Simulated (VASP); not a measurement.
# Pd (Fm-3m) in VASP: notebook

Runs on Pd. Level: PBE. Tasks: single point.

All numbers are computed with VASP 6.6.1; they aren't measurements. Logs are shortened: lines on timing, memory, paths and dates and some standing lists are left out, and cuts for length are marked.

## Step 1: The cell of the first run

Symmetry: Fm-3m, No. 225, cubic system. The conventional cell has a = 3.947 Å, b = 3.947 Å, c = 3.947 Å, α = 90.00°, β = 90.00°, γ = 90.00°. Pd (site symmetry m-3m) has 12 Pd at 2.79 Å within 3.7 Å.

## Step 2: Single point, PBE

File INCAR:

```
SYSTEM = Pd
PREC = Accurate ; ENCUT = 520
EDIFF = 1E-6 ; ISMEAR = 1
SIGMA = 0.6 ; LREAL = .FALSE.
LASPH = .TRUE. ; NELM = 60
ALGO = Normal ; ISIF = 2
LWAVE = .FALSE. ; LCHARG = .TRUE.
GGA = PE ; LELF = .TRUE.
LVHAR = .TRUE. ; NBANDS = 11
```

File KPOINTS:

```
regular mesh
0
G
  14 14 14
  0 0 0
```

File POSCAR:

```
Pd
1.0
    0.0000000000      1.9734737307      1.9734737307
    1.9734737307      0.0000000000      1.9734737307
    1.9734737307      1.9734737307      0.0000000000
Pd
1
Direct
    0.0000000000      0.0000000000      0.0000000000
```

Potentials or basis: VASP PAW PBE potentials, release 64 (Pd).

On the command line:

```console
$ cat potpaw_PBE.64/Pd/POTCAR > POTCAR
$ mpirun -np 1 vasp_std > vasp.out
```

OUTCAR:

```text
SYSTEM = Pd
   PREC = Accurate
   ENCUT = 520
   EDIFF = 1E-6
   ISMEAR = 1
   LREAL = .FALSE.
   LASPH = .TRUE.
   NELM = 60
   ISIF = 2
   GGA = PE

 ion  position               nearest neighbor table
   1  0.000  0.000  0.000-

  LATTYP: Found a face centered cubic cell.
 ALAT       =     3.9469474614

  Lattice vectors:

 A1 = (   0.0000000000,   1.9734737307,   1.9734737307)
 A2 = (   1.9734737307,   0.0000000000,   1.9734737307)
 A3 = (   1.9734737307,   1.9734737307,   0.0000000000)

Analysis of symmetry for initial positions (statically):
=====================================================================
 Subroutine PRICEL returns:
 Original cell was already a primitive cell.

 Routine SETGRP: Setting up the symmetry group for a
 face centered cubic supercell.

 Subroutine GETGRP returns: Found 48 space group operations
 (whereof 48 operations were pure point group operations)
 out of a pool of 48 trial point group operations.

The static configuration has the point symmetry O_h .

Analysis of symmetry for dynamics (positions and initial velocities):
=====================================================================
 Subroutine PRICEL returns:
 Original cell was already a primitive cell.

 Routine SETGRP: Setting up the symmetry group for a
 face centered cubic supercell.

 Subroutine GETGRP returns: Found 48 space group operations
 (whereof 48 operations were pure point group operations)
 out of a pool of 48 trial point group operations.

The dynamic configuration has the point symmetry O_h .

 Subroutine INISYM returns: Found 48 space group operations
 (whereof 48 operations are pure point group operations),
 and found     1 'primitive' translations

----------------------------------------------------------------------------------------

                                     Primitive cell

  volume of cell :      15.3718

  direct lattice vectors                    reciprocal lattice vectors
     0.000000000  1.973473731  1.973473731    -0.253360352  0.253360352  0.253360352
     1.973473731  0.000000000  1.973473731     0.253360352 -0.253360352  0.253360352
     1.973473731  1.973473731  0.000000000     0.253360352  0.253360352 -0.253360352

  length of vectors
     2.790913315  2.790913315  2.790913315     0.438833003  0.438833003  0.438833003

  position of ions in fractional coordinates (direct lattice)
     0.000000000  0.000000000  0.000000000

[... 75 lines left out ...]
   EDIFF  = 0.1E-05   stopping-criterion for ELM
   LREAL  =      F    real-space projection
   EDIFFG = 0.1E-04   stopping-criterion for IOM
   NSW    =      0    number of steps for IOM
   IBRION =     -1    ionic relax: 0-MD 1-quasi-New 2-CG
   NFREE  =      0    steps in history (QN), initial steepest desc. (CG)
   ISIF   =      2    stress and relaxation
   ISYM   =      2    0-nonsym 1-usesym 2-fastsym
   POTIM  = 0.5000    time-step for ionic-motion
   TEBEG  =    0.0;   TEEND  =   0.0 temperature during run
   PSTRESS=    0.0 pullay stress
   NELECT =      10.0000    total number of electrons
   NUPDOWN=      -1.0000    fix difference up-down
   EMIN   =  10.00;   EMAX   =-10.00  energy-range for DOS
   EFERMI =   0.00;   METHOD = LEGACY
   ISMEAR =     1;   SIGMA  =   0.60  broadening in eV -4-tet -1-fermi 0-gaus
   EFERMI_NEDOS =   21; number of points for ismear=-14 and -15
   IALGO  =     38    algorithm
   IMIX   =      4    mixing-type and parameters
     AMIX     =   0.40;   BMIX     =  1.00
     AMIX_MAG =   1.60;   BMIX_MAG =  1.00
  volume/ion in A,a.u.               =      15.37       103.73
  Fermi-wavevector in a.u.,A,eV,Ry     =   1.418514  2.680602 27.377380  2.012181
  Thomas-Fermi vector in A             =   2.539631
   LORBIT       =      0    0 simple, 1 ext, 2 COOP (PROOUT), +10 PAW based schemes
   GGA     = PE    functional components
   LHFCALC =     F    Hartree Fock is set to
   AEXX    =    0.0000 exact exchange contribution
   IVDW    =     0    specifies the selected vdW correction
   LEPSILON=     F    determine dielectric tensor
   LRPA    =     F    only Hartree local field effects (RPA)
 non-spin polarized calculation
 Methfessel and Paxton  Order N= 1 SIGMA  =   0.60
  energy-cutoff  :      520.00
  volume of cell :       15.37
 maximum number of plane-waves:       428
 NGX is ok and might be reduce to    24
   NGX = 11   NGY = 11   NGZ = 11

 number of electron      10.0000000 magnetization

 Free energy of the ion-electron system (eV)
  ---------------------------------------------------
  ext. energy  EPLUGINS =         0.00000000
  ---------------------------------------------------
  free energy    TOTEN  =        -5.24023561 eV

  energy without entropy =       -5.19338792  energy(sigma->0) =       -5.22461971

 E-fermi :   9.1395     XC(G=0): -12.9294

 val. band max:        9.1322068079   @ k =   0.5000   0.2143   0.0000
 cond. band min:       9.1408927197   @ k =  -0.2857   0.4286   0.1429
 fundamental gap:      0.0086859118
 Fermi energy:         9.1395363457

 k-point     1 :       0.0000    0.0000    0.0000
  band No.  band energies     occupation
      1       2.2770      2.00000
      2       6.4432      2.00000
      3       6.4432      2.00000
      4       6.4432      2.00000
      5       7.9447      2.01644
      6       7.9447      2.01644
      7      26.2681      0.00000
      8      30.8070      0.00000
      9      30.8070      0.00000
     10      30.8070      0.00000
     11      35.4160      0.00000
[... 309 lines left out ...]
 k-point    24 :       0.2857    0.1429    0.0000
  band No.  band energies     occupation
      1       4.3195      2.00000
      2       5.7299      2.00000
      3       6.7298      2.00000
      4       7.1216      2.00002
      5       8.1008      2.03442
      6       8.4786      2.06542
      7      24.1153      0.00000
      8      27.5088      0.00000
      9      28.4492      0.00000
     10      30.4057      0.00000
     11      34.5873      0.00000

 [... further k-points ...]
[... 5 lines left out ...]
  --------------------------------------------------------------------------------------
  -------------------------------------------------------------------------------------
  Total       -0.0560263     -0.0560263     -0.0560263      0.0000000     -0.0000000      0.0000000
  in kB       -5.8395372     -5.8395372     -5.8395372      0.0000000     -0.0000000      0.0000000
  external PRESSURE =      -5.8395372 kB  Pullay stress =       0.0000000 kB

 VOLUME and BASIS-vectors are now :
 -----------------------------------------------------------------------------
  energy-cutoff  :      520.00
  volume of cell :       15.37
      direct lattice vectors                 reciprocal lattice vectors
     0.000000000  1.973473731  1.973473731    -0.253360352  0.253360352  0.253360352
     1.973473731  0.000000000  1.973473731     0.253360352 -0.253360352  0.253360352
     1.973473731  1.973473731  0.000000000     0.253360352  0.253360352 -0.253360352

 POSITION                                       TOTAL-FORCE (eV/Angst)
 -----------------------------------------------------------------------------------
      0.00000      0.00000      0.00000         0.000000      0.000000     -0.000000
 -----------------------------------------------------------------------------------
    total drift:                                0.000000      0.000000     -0.000000

  FREE ENERGIE OF THE ION-ELECTRON SYSTEM (eV)
  ---------------------------------------------------
  free  energy   TOTEN  =        -5.2402356068 eV

  energy  without entropy=       -5.1933879242  energy(sigma->0) =       -5.22461971
```

stdout:

```text
POSCAR found type information on POSCAR Pd
 POSCAR found :  1 types and       1 ions
 scaLAPACK will be used
 LDA part: xc-table for (Slater+PW92), standard interpolation
 POSCAR, INCAR and KPOINTS ok, starting setup
 FFT: planning ... GRIDC
 FFT: planning ... GRID_SOFT
 FFT: planning ... GRID
 WAVECAR not read
 entering main loop
```

Run time: 9.1 s. Hardware: 1 thread of Intel Xeon 6975P-C, shared host; peak memory 0.15 GiB.

Results:

```
Free energy            : -5.2402 eV
Pressure               : -0.6 GPa
Band gap on the k mesh : zero (band 5 reaches 9.37 eV, above the bottom of band 6 at 7.88 eV)
```

Levels at points of the mesh, in eV from the Fermi level:
```
           k point  band 3  band 4  band 5  band 6  band 7  band 8
(0.00, 0.00, 0.00)   -2.70   -2.70   -1.19   -1.19   17.13   21.67
(0.50, 0.00, 0.00)   -2.74   -0.07   -0.07    1.07    6.96   16.47
(0.50, 0.50, 0.00)   -0.10    0.22    0.22    3.32   10.31   12.95
```

## Step 3: Single point, PBE

File INCAR:

```
PREC = Accurate ; ENCUT = 520
EDIFF = 1E-6 ; ISMEAR = 1
SIGMA = 1.0 ; LREAL = False
LASPH = True ; NELM = 100
ALGO = Normal ; ISIF = 2
LWAVE = False ; LCHARG = True
GGA = PE ; LELF = True
LVHAR = True ; NBANDS = 11
```

File KPOINTS:

```
Automatic mesh
0
Gamma
  14 14 14
```

POSCAR is that of step 2.

Potentials or basis: VASP PAW PBE potentials, release 64 (Pd).

On the command line:

```console
$ cat potpaw_PBE.64/Pd/POTCAR > POTCAR
$ mpirun -np 1 vasp_std > vasp.out
```

OUTCAR:

```text
PREC = Accurate
   ENCUT = 520
   EDIFF = 1E-6
   ISMEAR = 1
   LREAL = False
   LASPH = True
   NELM = 100
   ISIF = 2
   GGA = PE

 ion  position               nearest neighbor table
   1  0.000  0.000  0.000-

  LATTYP: Found a face centered cubic cell.
 ALAT       =     3.9469474614

  Lattice vectors:

 A1 = (   0.0000000000,   1.9734737307,   1.9734737307)
 A2 = (   1.9734737307,   0.0000000000,   1.9734737307)
 A3 = (   1.9734737307,   1.9734737307,   0.0000000000)

Analysis of symmetry for initial positions (statically):
=====================================================================
 Subroutine PRICEL returns:
 Original cell was already a primitive cell.

 Routine SETGRP: Setting up the symmetry group for a
 face centered cubic supercell.

 Subroutine GETGRP returns: Found 48 space group operations
 (whereof 48 operations were pure point group operations)
 out of a pool of 48 trial point group operations.

The static configuration has the point symmetry O_h .

Analysis of symmetry for dynamics (positions and initial velocities):
=====================================================================
[... 160 lines left out ...]
 cond. band min:       9.2127465993   @ k =   0.5000   0.3571   0.0000
 fundamental gap:      0.0188494878
 Fermi energy:         9.1995587350

 k-point     1 :       0.0000    0.0000    0.0000
  band No.  band energies     occupation
      1       2.2766      2.00000
      2       6.4357      2.00066
      3       6.4357      2.00066
      4       6.4357      2.00066
      5       7.9349      2.07045
      6       7.9349      2.07045
      7      26.2694     -0.00000
      8      30.8063      0.00000
      9      30.8063      0.00000
     10      30.8063      0.00000
     11      35.3981      0.00000
[... 309 lines left out ...]
 k-point    24 :       0.2857    0.1429    0.0000
  band No.  band energies     occupation
      1       4.3176      2.00000
      2       5.7235      2.00001
      3       6.7217      2.00256
      4       7.1135      2.01199
      5       8.0930      2.06589
      6       8.4688      1.94033
      7      24.1128     -0.00000
      8      27.5080     -0.00000
      9      28.4469     -0.00000
     10      30.4044      0.00000
     11      34.5821      0.00000

 [... further k-points ...]
[... 5 lines left out ...]
  --------------------------------------------------------------------------------------
  -------------------------------------------------------------------------------------
  Total       -0.0967403     -0.0967403     -0.0967403     -0.0000000     -0.0000000      0.0000000
  in kB      -10.0830964    -10.0830964    -10.0830964     -0.0000000     -0.0000000      0.0000000
  external PRESSURE =     -10.0830964 kB  Pullay stress =       0.0000000 kB

 VOLUME and BASIS-vectors are now :
 -----------------------------------------------------------------------------
  energy-cutoff  :      520.00
  volume of cell :       15.37
      direct lattice vectors                 reciprocal lattice vectors
     0.000000000  1.973473731  1.973473731    -0.253360352  0.253360352  0.253360352
     1.973473731  0.000000000  1.973473731     0.253360352 -0.253360352  0.253360352
     1.973473731  1.973473731  0.000000000     0.253360352  0.253360352 -0.253360352

 POSITION                                       TOTAL-FORCE (eV/Angst)
 -----------------------------------------------------------------------------------
      0.00000      0.00000      0.00000         0.000000      0.000000      0.000000
 -----------------------------------------------------------------------------------
    total drift:                               -0.000000      0.000000     -0.000000

  FREE ENERGIE OF THE ION-ELECTRON SYSTEM (eV)
  ---------------------------------------------------
  free  energy   TOTEN  =        -5.2659493474 eV

  energy  without entropy=       -5.2146411812  energy(sigma->0) =       -5.24884663
```

OSZICAR:

```text
N       E                     dE             d eps       ncg     rms          rms(c)
DAV:   1     0.412057479614E+02    0.41206E+02   -0.51745E+03  2320   0.852E+02
DAV:   2    -0.498422717335E+01   -0.46190E+02   -0.44359E+02  2591   0.179E+02
DAV:   3    -0.553946172809E+01   -0.55523E+00   -0.55333E+00  2712   0.208E+01
DAV:   4    -0.554205658867E+01   -0.25949E-02   -0.25946E-02  2725   0.151E+00
DAV:   5    -0.554208641870E+01   -0.29830E-04   -0.29831E-04  3028   0.145E-01    0.694E+00
DAV:   6    -0.527728844338E+01    0.26480E+00   -0.11503E+00  2756   0.867E+00    0.337E+00
DAV:   7    -0.526917632361E+01    0.81121E-02   -0.96504E-03  2937   0.737E-01    0.183E+00
DAV:   8    -0.526594752616E+01    0.32288E-02   -0.93715E-04  2800   0.223E-01    0.596E-02
DAV:   9    -0.526594554544E+01    0.19807E-05   -0.24460E-05  2946   0.426E-02    0.173E-02
DAV:  10    -0.526594972966E+01   -0.41842E-05   -0.28372E-06  2825   0.157E-02    0.419E-03
DAV:  11    -0.526594934744E+01    0.38222E-06   -0.30355E-08  1825   0.181E-03
   1 F= -.52659493E+01 E0= -.52488466E+01  d E =-.513082E-01
```

Run time: 13 s. Hardware: 1 thread of Intel Xeon 6975P-C, shared host; peak memory 0.15 GiB.

What came out:

* Free energy: -5.2659 eV
* Pressure: -1.0 GPa
* Band gap on the k mesh: zero (band 5 reaches 9.36 eV, above the bottom of band 6 at 7.87 eV)
